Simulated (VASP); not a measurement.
Runs of VASP 6.6.1 on SiC. The structure is that of space group P6_3mc (No. 186), or close to it. The cells are those of the table. 

```csv
cell,gap on the mesh (eV),pressure (GPa),largest force (eV/Å)
"a = 3.092, b = 3.092, c = 5.074 Å, angles 90.4, 89.3, 120.0°, 4 atoms",2.29,0.0,0.07
"a = 3.092, b = 3.092, c = 5.074 Å, angles 90.4, 89.1, 120.0°, 4 atoms",2.29,0.0,0.08
"a = 3.092, b = 3.092, c = 5.074 Å, angles 89.4, 91.1, 120.0°, 4 atoms",2.28,0.0,(a)
"a = 3.092, b = 3.092, c = 5.074 Å, angles 90.5, 89.0, 120.0°, 4 atoms",2.28,0.0,0.09
"a = 3.092, b = 3.092, c = 5.074 Å, angles 90.1, 89.7, 120.0°, 4 atoms",2.30,0.0,(b)
"a = 3.092, b = 3.092, c = 5.074 Å, angles 90.2, 89.6, 120.0°, 4 atoms",2.30,0.0,0.04
"a = 3.092, b = 3.092, c = 5.074 Å, angles 89.7, 90.6, 120.0°, 4 atoms",2.30,0.0,0.05
"a = 3.092, b = 3.092, c = 5.074 Å, angles 90.1, 89.9, 120.0°, 4 atoms",2.30,0.0,(c)
```

Alike in all rows: task single point; level PBE; potentials or basis VASP PAW PBE potentials, release 64 (Si, C); no spin polarisation; k mesh 12 × 12 × 6; cutoff (eV) 520; smearing gaussian 0.05 eV.

Task: Fill in the values left out.

Result: (a) 0.11; (b) 0.03; (c) 0.01.

A k mesh can miss the band edges.
